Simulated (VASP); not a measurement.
# Ti (I4/mmm) in VASP: a series of runs

Ti is run at these levels: PBEsol; tasks: single point.

Everything below comes from runs of VASP 6.6.1. Logs are shortened: lines on timing, memory, paths and dates and some standing lists are left out, and cuts for length are marked.

## (1) The cell of the first run

The structure is tetragonal, space group I4/mmm (No. 139). Conventional cell: a = 3.227 Å, b = 3.227 Å, c = 3.178 Å, α = 90.00°, β = 90.00°, γ = 90.00°. Within 3.7 Å of Ti (site symmetry 4/mmm) lie 14 Ti at 2.78 to 3.23 Å.

## (2) Single point, PBEsol (uniaxial strain along c: -1.0 %, then relaxed in part)

Input file INCAR:

```
ALGO = Fast
EDIFF = 1E-6
ENCUT = 520
GGA = PS
ISIF = 2
ISMEAR = 0
LASPH = T
LCHARG = F
LREAL = F
LWAVE = F
NBANDS = 19
NELM = 60
PREC = Accurate
SIGMA = 0.1
```

Input file KPOINTS:

```
k-points
0
Gamma
  16 16 16
```

Input file POSCAR:

```
Ti
1.0
    3.2267029742      0.0000000000      0.0000000000
    0.0000000000      3.2267029742      0.0000000000
    0.0000000000      0.0000000000      3.1781298045
Ti
2
Direct
    0.0000000000      0.0000000000      0.0000000000
    0.5000000000      0.5000000000      0.5000000000
```

Potentials or basis: VASP PAW PBE potentials, release 64 (Ti_sv).

Command:

```console
cat potpaw_PBE.64/Ti_sv/POTCAR > POTCAR
mpirun -np 1 vasp_std > vasp.out
```

OUTCAR:

```text
EDIFF = 1E-6
   ENCUT = 520
   GGA = PS
   ISIF = 2
   ISMEAR = 0
   LASPH = T
   LREAL = F
   NELM = 60
   PREC = Accurate

 ion  position               nearest neighbor table
   1  0.000  0.000  0.000-   2 2.78   2 2.78   2 2.78   2 2.78   2 2.78   2 2.78   2 2.78   2 2.78

   2  0.500  0.500  0.500-   1 2.78   1 2.78   1 2.78   1 2.78   1 2.78   1 2.78   1 2.78   1 2.78

  LATTYP: Found a simple tetragonal cell.
 ALAT       =     3.2267029742
 C/A-ratio  =     0.9849465011

  Lattice vectors:

 A1 = (   3.2267029742,   0.0000000000,   0.0000000000)
 A2 = (   0.0000000000,   3.2267029742,   0.0000000000)
 A3 = (   0.0000000000,   0.0000000000,   3.1781298045)

Analysis of symmetry for initial positions (statically):
=====================================================================
 Subroutine PRICEL returns following result:

  LATTYP: Found a body centered tetragonal cell.
 ALAT       =     3.2267029742
 C/A-ratio  =     0.9849465011

  Lattice vectors:

 A1 = (  -1.6133514871,  -1.6133514871,  -1.5890649023)
 A2 = (   1.6133514871,   1.6133514871,  -1.5890649022)
 A3 = (   1.6133514871,  -1.6133514871,   1.5890649023)

   2 primitive cells build up your supercell.

 Routine SETGRP: Setting up the symmetry group for a
 simple tetragonal supercell.

 Subroutine GETGRP returns: Found 16 space group operations
 (whereof 16 operations were pure point group operations)
 out of a pool of 16 trial point group operations.

The static configuration has the point symmetry D_4h.

Analysis of symmetry for dynamics (positions and initial velocities):
=====================================================================
 Subroutine PRICEL returns following result:

  LATTYP: Found a body centered tetragonal cell.
 ALAT       =     3.2267029742
 C/A-ratio  =     0.9849465011

  Lattice vectors:

 A1 = (  -1.6133514871,  -1.6133514871,  -1.5890649023)
 A2 = (   1.6133514871,   1.6133514871,  -1.5890649022)
 A3 = (   1.6133514871,  -1.6133514871,   1.5890649023)

   2 primitive cells build up your supercell.

 Routine SETGRP: Setting up the symmetry group for a
 simple tetragonal supercell.

 Subroutine GETGRP returns: Found 16 space group operations
 (whereof 16 operations were pure point group operations)
 out of a pool of 16 trial point group operations.

The dynamic configuration has the point symmetry D_4h.

 Subroutine INISYM returns: Found 16 space group operations
 (whereof 16 operations are pure point group operations),
 and found     2 'primitive' translations

----------------------------------------------------------------------------------------

                                     Primitive cell

  volume of cell :      16.5447

  direct lattice vectors                    reciprocal lattice vectors
    -1.613351487 -1.613351487 -1.589064902     0.000000000 -0.309913868 -0.314650458
     1.613351487  1.613351487 -1.589064902     0.309913868  0.000000000 -0.314650458
     1.613351487 -1.613351487  1.589064902     0.309913868 -0.309913868  0.000000000

  length of vectors
     2.780455593  2.780455593  2.780455593     0.441646371  0.441646371  0.438284395

  position of ions in fractional coordinates (direct lattice)
     0.000000000  0.000000000  0.000000000

  ion indices of the primitive-cell ions
   primitive index   ion index
                 1           1

----------------------------------------------------------------------------------------

 KPOINTS: k-points

Automatic generation of k-mesh.
 Grid dimensions read from file:
 generate k-points for:   16   16   16

 Generating k-lattice:

  Cartesian coordinates                     Fractional coordinates (reciprocal lattice)
     0.019369617  0.000000000  0.000000000     0.062500000  0.000000000  0.000000000
     0.000000000  0.019369617  0.000000000     0.000000000  0.062500000  0.000000000
     0.000000000  0.000000000  0.019665654     0.000000000  0.000000000  0.062500000

  Length of vectors
     0.019369617  0.019369617  0.019665654

  Shift w.r.t. Gamma in fractional coordinates (k-lattice)
     0.000000000  0.000000000  0.000000000

 Subroutine IBZKPT returns following result:
 ===========================================

 Found    405 irreducible k-points:

 Following reciprocal coordinates:
            Coordinates               Weight
  0.000000  0.000000  0.000000      1.000000
  0.062500  0.000000  0.000000      4.000000
  0.125000  0.000000  0.000000      4.000000
  0.187500  0.000000  0.000000      4.000000
  0.250000  0.000000  0.000000      4.000000
  0.312500  0.000000  0.000000      4.000000
[... 16 lines left out ...]
  0.437500  0.125000  0.000000      8.000000
  0.500000  0.125000  0.000000      4.000000
 [... further k-points ...]
   k-points           NKPTS =    405   k-points in BZ     NKDIM =    405   number of bands    NBANDS=     19
   number of dos      NEDOS =    301   number of ions     NIONS =      2
   total plane-waves  NPLWV =  13824
   dimension x,y,z NGX =    24 NGY =   24 NGZ =   24
   dimension x,y,z NGXF=    48 NGYF=   48 NGZF=   48
   ions per type =               2
   NGX,Y,Z   is equivalent  to a cutoff of  12.37, 12.37, 12.55 a.u.
   NGXF,Y,Z  is equivalent  to a cutoff of  24.73, 24.73, 25.11 a.u.
 SYSTEM =  unknown system
   PREC   = accura    normal or accurate (medium, high low for compatibility)
   ISTART =      0    job   : 0-new  1-cont  2-samecut
   ICHARG =      2    charge: 1-file 2-atom 10-const
   ISPIN  =      1    spin polarized calculation?
   LNONCOLLINEAR =      F non collinear calculations
   LSORBIT =      F    spin-orbit coupling
   LASPH  =      T    aspherical Exc in radial PAW
   ENCUT  =  520.0 eV  38.22 Ry    6.18 a.u.   6.00  6.00  5.91*2*pi/ulx,y,z
   NELM   =     60;   NELMIN=  2; NELMDL= -5     # of ELM steps
   EDIFF  = 0.1E-05   stopping-criterion for ELM
   LREAL  =      F    real-space projection
   EDIFFG = 0.1E-04   stopping-criterion for IOM
   NSW    =      0    number of steps for IOM
   IBRION =     -1    ionic relax: 0-MD 1-quasi-New 2-CG
   NFREE  =      0    steps in history (QN), initial steepest desc. (CG)
   ISIF   =      2    stress and relaxation
   ISYM   =      2    0-nonsym 1-usesym 2-fastsym
   POTIM  = 0.5000    time-step for ionic-motion
   TEBEG  =    0.0;   TEEND  =   0.0 temperature during run
   PSTRESS=    0.0 pullay stress
   NELECT =      24.0000    total number of electrons
   NUPDOWN=      -1.0000    fix difference up-down
   EMIN   =  10.00;   EMAX   =-10.00  energy-range for DOS
   EFERMI =   0.00;   METHOD = LEGACY
   ISMEAR =     0;   SIGMA  =   0.10  broadening in eV -4-tet -1-fermi 0-gaus
   EFERMI_NEDOS =   21; number of points for ismear=-14 and -15
   IALGO  =     68    algorithm
   IMIX   =      4    mixing-type and parameters
     AMIX     =   0.40;   BMIX     =  1.00
     AMIX_MAG =   1.60;   BMIX_MAG =  1.00
  volume/ion in A,a.u.               =      16.54       111.65
  Fermi-wavevector in a.u.,A,eV,Ry     =   1.470896  2.779591 29.436691  2.163536
  Thomas-Fermi vector in A             =   2.586098
   LORBIT       =      0    0 simple, 1 ext, 2 COOP (PROOUT), +10 PAW based schemes
   GGA     = PS    functional components
   LHFCALC =     F    Hartree Fock is set to
   AEXX    =    0.0000 exact exchange contribution
   IVDW    =     0    specifies the selected vdW correction
   LEPSILON=     F    determine dielectric tensor
   LRPA    =     F    only Hartree local field effects (RPA)
 non-spin polarized calculation
 RMM-DIIS sequential band-by-band and
 Gauss-broadening in eV      SIGMA  =   0.10
  energy-cutoff  :      520.00
  volume of cell :       33.09
 maximum number of plane-waves:       912
 NGX is ok and might be reduce to    24
   NGX = 11   NGY = 11   NGZ = 11

 number of electron      23.9999995 magnetization

 Free energy of the ion-electron system (eV)
  ---------------------------------------------------
  ext. energy  EPLUGINS =         0.00000000
  ---------------------------------------------------
  free energy    TOTEN  =       -16.48261802 eV

  energy without entropy =      -16.46178433  energy(sigma->0) =      -16.47220117

 E-fermi :   8.4672     XC(G=0): -11.8655

 val. band max:        8.4639297628   @ k =   0.4375   0.2500   0.0625
 cond. band min:       8.4673149804   @ k =   0.5000   0.3125   0.5000
 fundamental gap:      0.0033852177
 Fermi energy:         8.4671781913

 k-point     1 :       0.0000    0.0000    0.0000
  band No.  band energies     occupation
      1     -47.7344      2.00000
      2     -47.4585      2.00000
      3     -24.1740      2.00000
      4     -24.1740      2.00000
      5     -24.1505      2.00000
      6     -23.6230      2.00000
[... 11 lines left out ...]
     18      12.6397      0.00000
     19      12.6700      0.00000

 k-point     2 :       0.0625    0.0000    0.0000
  band No.  band energies     occupation
      1     -47.7313      2.00000
      2     -47.4607      2.00000
      3     -24.1742      2.00000
      4     -24.1684      2.00000
      5     -24.1451      2.00000
      6     -23.6338      2.00000
[... 11 lines left out ...]
     18      12.5248      0.00000
     19      12.6051      0.00000

 k-point     3 :       0.1250    0.0000    0.0000
  band No.  band energies     occupation
      1     -47.7223      2.00000
      2     -47.4674      2.00000
      3     -24.1741      2.00000
      4     -24.1520      2.00000
      5     -24.1293      2.00000
      6     -23.6659      2.00000
[... 11 lines left out ...]
     18      12.1724      0.00000
     19      12.5032      0.00000

 k-point     4 :       0.1875    0.0000    0.0000
  band No.  band energies     occupation
      1     -47.7078      2.00000
      2     -47.4783      2.00000
      3     -24.1719      2.00000
      4     -24.1253      2.00000
      5     -24.1037      2.00000
      6     -23.7156      2.00000
[... 407 lines left out ...]
     18      11.8976      0.00000
     19      12.0984      0.00000

 k-point    23 :       0.4375    0.1250    0.0000
  band No.  band energies     occupation
      1     -47.6090      2.00000
      2     -47.5591      2.00000
      3     -24.1846      2.00000
      4     -24.0878      2.00000
      5     -23.9248      2.00000
      6     -23.8602      2.00000
[... 11 lines left out ...]
     18      11.8128      0.00000
     19      12.0682      0.00000

 k-point    24 :       0.5000    0.1250    0.0000
  band No.  band energies     occupation
      1     -47.5837      2.00000
      2     -47.5837      2.00000
      3     -24.1426      2.00000
      4     -24.1426      2.00000
      5     -23.8768      2.00000
      6     -23.8768      2.00000
[... 11 lines left out ...]
     18      11.5148      0.00000
     19      12.2617      0.00000

 [... further k-points ...]
[... 5 lines left out ...]
  --------------------------------------------------------------------------------------
  -------------------------------------------------------------------------------------
  Total       -0.0919596     -0.0919596     -0.1482977      0.0000000     -0.0000000      0.0000000
  in kB       -4.4526445     -4.4526445     -7.1805125      0.0000000     -0.0000000      0.0000000
  external PRESSURE =      -5.3619338 kB  Pullay stress =       0.0000000 kB

 VOLUME and BASIS-vectors are now :
 -----------------------------------------------------------------------------
  energy-cutoff  :      520.00
  volume of cell :       33.09
      direct lattice vectors                 reciprocal lattice vectors
     3.226702974  0.000000000  0.000000000     0.309913868  0.000000000  0.000000000
     0.000000000  3.226702974  0.000000000     0.000000000  0.309913868  0.000000000
     0.000000000  0.000000000  3.178129805     0.000000000  0.000000000  0.314650458

 POSITION                                       TOTAL-FORCE (eV/Angst)
 -----------------------------------------------------------------------------------
      0.00000      0.00000      0.00000        -0.000000      0.000000      0.000000
      1.61335      1.61335      1.58906         0.000000     -0.000000     -0.000000
 -----------------------------------------------------------------------------------
    total drift:                                0.000000      0.000000     -0.000000

  FREE ENERGIE OF THE ION-ELECTRON SYSTEM (eV)
  ---------------------------------------------------
  free  energy   TOTEN  =       -16.4826180154 eV

  energy  without entropy=      -16.4617843252  energy(sigma->0) =      -16.47220117
```

Wall time 6 min (1 thread of AMD EPYC 7R13 (Zen 3), shared host); peak memory 0.27 GiB.

What came out:

* Free energy: -16.4826 eV
* Pressure: -0.5 GPa
* Band gap on the k mesh: zero (bands 12 and 13 overlap by 1.61 eV)

Caveat: the cell differs from its parent crystal (uniaxial strain along c: -1.0 %, then relaxed in part); the PAW data sets were made with another functional, which shifts forces and pressure a little.

## (3) Single point, PBEsol (uniaxial strain along c: -2.0 %, then relaxed in part)

Input file INCAR:

```
  PREC = Accurate
  ENCUT = 520
  EDIFF = 1E-7
  ISMEAR = 0
  SIGMA = 0.1
  LREAL = F
  LASPH = T
  NELM = 100
  ALGO = Fast
  ISIF = 2
  LWAVE = F
  LCHARG = T
  GGA = PS
  LELF = T
  LVHAR = T
  NBANDS = 19
```

Input file KPOINTS:

```
regular mesh
0
Gamma
  16 16 16
```

Input file POSCAR:

```
Ti
1.0
    3.2455791658      0.0000000000      0.0000000000
    0.0000000000      3.2455791658      0.0000000000
    0.0000000000      0.0000000000      3.1460274832
Ti
2
Direct
    0.0000000000      0.0000000000      0.0000000000
    0.5000000000      0.5000000000      0.5000000000
```

Potentials or basis: VASP PAW PBE potentials, release 64 (Ti_sv).

Command:

```console
cat potpaw_PBE.64/Ti_sv/POTCAR > POTCAR
mpirun -np 1 vasp_std > vasp.out
```

It took 7.9 min on 1 thread of AMD EPYC 7R13 (Zen 3), shared host; peak memory 0.27 GiB.

The run converged. Its results:

| Property | Result |
| --- | --- |
| Free energy | -16.4836 eV |
| Pressure | -0.7 GPa |
| Band gap on the k mesh | zero (bands 12 and 13 overlap by 1.58 eV) |

Stress tensor (GPa, compression positive):
```
-0.44  0.00  0.00
 0.00 -0.44  0.00
 0.00  0.00 -1.14
```

Levels at points of the mesh, in eV from the Fermi level:
```
           k point  band 10  band 11  band 12  band 13  band 14  band 15
(0.00, 0.00, 0.00)    -2.31    -2.22     0.87     1.11     1.11     2.75
(0.50, 0.00, 0.00)    -2.70    -0.04    -0.04     1.30     1.30     1.51
(0.50, 0.50, 0.00)    -2.57    -0.26    -0.26     1.15     1.15     2.71
(0.00, 0.00, 0.50)    -2.53     0.06     0.06     1.25     1.25     1.25
(0.50, 0.00, 0.50)    -2.58    -0.55    -0.55     1.38     1.38     2.94
(0.50, 0.50, 0.50)    -0.67    -0.67    -0.67    -0.54    -0.54     3.27
```

Caveat: the cell differs from its parent crystal (uniaxial strain along c: -2.0 %, then relaxed in part); the PAW data sets were made with another functional, which shifts forces and pressure a little.

## (4) Single point, PBEsol

Input file INCAR:

```
  ALGO = Fast
  EDIFF = 1E-6
  ENCUT = 520
  GGA = PS
  ISIF = 2
  ISMEAR = -5
  LASPH = True
  LCHARG = True
  LELF = True
  LREAL = False
  LVHAR = True
  LWAVE = False
  NBANDS = 19
  NELM = 100
  PREC = Accurate
  SIGMA = 0.1
```

Input file KPOINTS:

```
k-points
0
Gamma
  16 16 16
```

POSCAR is that of step 3.

Command:

```console
cat potpaw_PBE.64/Ti_sv/POTCAR > POTCAR
mpirun -np 1 vasp_std > vasp.out
```

Wall time 6.2 min (1 thread of AMD EPYC 7R13 (Zen 3), shared host); peak memory 0.3 GiB.

It converged, with:

```yaml
Free_energy: -16.4734 eV
Pressure: -0.6 GPa
Band_gap_on_the_k_mesh: zero (bands 12 and 13 overlap by 1.58 eV)
```

Stress tensor (GPa, compression positive):
```
-0.45  0.00  0.00
 0.00 -0.45  0.00
 0.00  0.00 -0.95
```

Levels at points of the mesh, in eV from the Fermi level:
| k point | band 9 | band 10 | band 11 | band 12 | band 13 | band 14 | band 15 | band 16 |
| --- | --- | --- | --- | --- | --- | --- | --- | --- |
| (0.00, 0.00, 0.00) | -6.05 | -2.31 | -2.23 | 0.87 | 1.11 | 1.11 | 2.75 | 3.03 |
| (0.50, 0.00, 0.00) | -2.70 | -2.70 | -0.04 | -0.04 | 1.30 | 1.30 | 1.50 | 1.50 |
| (0.50, 0.50, 0.00) | -2.58 | -2.58 | -0.26 | -0.26 | 1.15 | 1.15 | 2.71 | 2.71 |
| (0.00, 0.00, 0.50) | -2.53 | -2.53 | 0.05 | 0.05 | 1.25 | 1.25 | 1.25 | 1.25 |
| (0.50, 0.00, 0.50) | -2.58 | -2.58 | -0.55 | -0.55 | 1.38 | 1.38 | 2.94 | 2.94 |
| (0.50, 0.50, 0.50) | -0.67 | -0.67 | -0.67 | -0.67 | -0.54 | -0.54 | 3.27 | 3.27 |

Caveat: the PAW data sets were made with another functional, which shifts forces and pressure a little; tetrahedron occupations give inexact forces and stress in metals.

(Part 1 of 2 ends here.)
